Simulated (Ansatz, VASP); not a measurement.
**One calculation of Au, two programs**

```
CELL_PARAMETERS angstrom
0.00000 2.02296 2.02296
2.02296 0.00000 2.02296
2.02296 2.02296 0.00000
ATOMIC_POSITIONS crystal
Au 0.00000 0.00000 0.00000
```

Alike in both runs: task single point; functional LDA; k mesh 13 × 13 × 13; occupations methfessel-paxton of order 1, width 0.3 eV; no spin polarisation.

|  | VASP | Ansatz |
| --- | --- | --- |
| version | VASP 6.6.1 | Ansatz 0.2.0 |
| potentials or method | VASP PAW LDA potentials, release 64 (Au), cutoff 520 eV | plane waves (420 eV) with PAW, scalar-relativistic |
| valence electrons in the cell | 11 | 19 |

```csv
,VASP,Ansatz,Ansatz less VASP
pressure (GPa),0.4,-0.1,-0.51
```

Ansatz warns that its potentials were made for another functional, while VASP's fit it. LDA's correlation is that of Perdew and Zunger in VASP and of Perdew and Wang (1992) in Ansatz. VASP's potentials hold 11 valence electrons a cell and Ansatz's 19, so a difference there can come from the potentials and not from the codes.

Spin-orbit coupling is off throughout.
